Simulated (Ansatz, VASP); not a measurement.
**One calculation of As, two programs**

INCAR

```
ALGO     = Normal         # electronic algorithm
DIPOL    = 0.5 0.5 0.500
EDIFF    = 1E-6           # SCF threshold, eV
ENCUT    = 520            # plane-wave cutoff, eV
IDIPOL   = 3            
ISIF     = 2              # what is computed and relaxed
ISMEAR   = 0              # smearing method
LASPH    = T              # aspherical terms in the spheres
LCHARG   = T              # write CHGCAR
LDIPOL   = T            
LELF     = T              # ELF
LREAL    = F              # projectors in reciprocal space
LVACPOTAV= T            
LVHAR    = T            
LWAVE    = F              # write WAVECAR
NBANDS   = 12             # bands
NELM     = 80             # most SCF steps
PREC     = Accurate       # precision mode
SIGMA    = 0.02           # smearing width, eV
```

File KPOINTS:

```
k-points
0
Gamma
  9 9 1
```

POSCAR

```
As
1.0
    3.6890000000      0.0000000000      0.0000000000
   -1.8445000000      3.1947677146      0.0000000000
    0.0000000000      0.0000000000     28.0000000000
As
2
Direct
    0.3333333333      0.6666666667      0.5052857143
    0.6666666667      0.3333333333      0.4947142857
```

Input for Ansatz:

```yaml
crystal:
  lattice:
    - [3.689, 0.0, 0.0]
    - [-1.8445, 3.1947677146, 0.0]
    - [0.0, 0.0, 28.0]
  atoms:
    - { symbol: As, position: [0.3333333333, 0.6666666667, 0.5052857143] }
    - { symbol: As, position: [0.6666666667, 0.3333333333, 0.4947142857] }
  periodic: [true, true, false]
basis:
  ecutwfc: 420
kpoints:
  mp_grid: { grid: [9, 9, 1] }
hamiltonian:
  xc: lda
scf:
  occupations: { method: gaussian, width: 0.02 }
output:
  forces: true
  stress: true
  eigenvalues: true
```

Alike in both runs: task single point; functional LDA; k mesh 9 × 9 × 1; occupations gaussian, width 0.02 eV; no spin polarisation.

```csv
,VASP,Ansatz
version,VASP 6.6.1,Ansatz 0.2.0
potentials or method,"VASP PAW LDA potentials, release 64 (As), cutoff 520 eV","scalar-relativistic, plane waves, PAW"
valence electrons in the cell,10,30
```

```tsv
	VASP	Ansatz	Ansatz less VASP
gap on the k mesh at the Fermi level (eV)	none	none	-
rms of the force components (eV/Å)	1.163	1.141	-0.0221
work function, face that differs most (eV)	4.34	4.35	+0.010
```

LDA's correlation is that of Perdew and Zunger in VASP and of Perdew and Wang (1992) in Ansatz. Atom by atom the forces differ by 0.022 eV/Å (rms over components). A gap of «none» marks a metal or a gap that the smearing closes. VASP's potentials hold 10 valence electrons a cell and Ansatz's 30, so a difference there can come from the potentials and not from the codes.
